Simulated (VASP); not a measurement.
Wanted: the native input for a VASP 6.6.1 run.

```
Task                   : single point
Functional             : PBE
Potentials or basis    : VASP PAW PBE potentials, release 64 (H, Mo_sv)
Cutoff                 : 520 eV
k mesh                 : 6 × 4 × 4
Occupations            : gaussian, width 0.1 eV
Spin                   : no spin polarisation
Dipole correction      : no
Further INCAR settings : ALGO = Normal; EDIFF = 1e-06; NBANDS = 16
```

The structure of MoH3 lies in POSCAR:

```
MoH3
1.0
    2.8502403388      0.0000000000      0.0000000000
    0.0000000000      2.9310348695      0.0000000000
    0.0000000000      0.0000000000      2.9309541251
H Mo
3 1
Direct
    0.0000000000      0.0000000000      0.7505448035
    0.0000000000      0.5000000000      0.2511496126
    0.5000000000      0.5000000000      0.7506734037
    0.5000000000      0.0000000000      0.2476312002
```

One way to write it, as run:

INCAR

```
ALGO     = Normal         # electronic algorithm
EDIFF    = 1E-6           # SCF threshold, eV
ENCUT    = 520            # plane-wave cutoff, eV
GGA      = PE             # functional
ISIF     = 2              # what is computed and relaxed
ISMEAR   = 0              # smearing method
LASPH    = True           # aspherical terms in the spheres
LCHARG   = False          # write CHGCAR
LREAL    = False          # projectors in reciprocal space
LWAVE    = False          # write WAVECAR
NBANDS   = 16             # bands
NELM     = 100            # most SCF steps
PREC     = Accurate       # precision mode
SIGMA    = 0.1            # smearing width, eV
```

KPOINTS

```
k-points
0
Gamma
  6 4 4
```

Potentials or basis: VASP PAW PBE potentials, release 64 (H, Mo_sv).

Launch:

```bash
$ cat potpaw_PBE.64/H/POTCAR potpaw_PBE.64/Mo_sv/POTCAR > POTCAR
$ mpirun -np 1 vasp_std > vasp.out
```

Results of the run:

```yaml
Pressure: 0.0 GPa
```

Caveat: the k points lie up to 0.54 Å⁻¹ apart.

Run time: 6.1 s on 1 thread of Intel(R) Xeon(R) Platinum 8375C CPU @ 2.90GHz (Ice Lake), with other jobs on the host, peak memory 0.14 GiB.
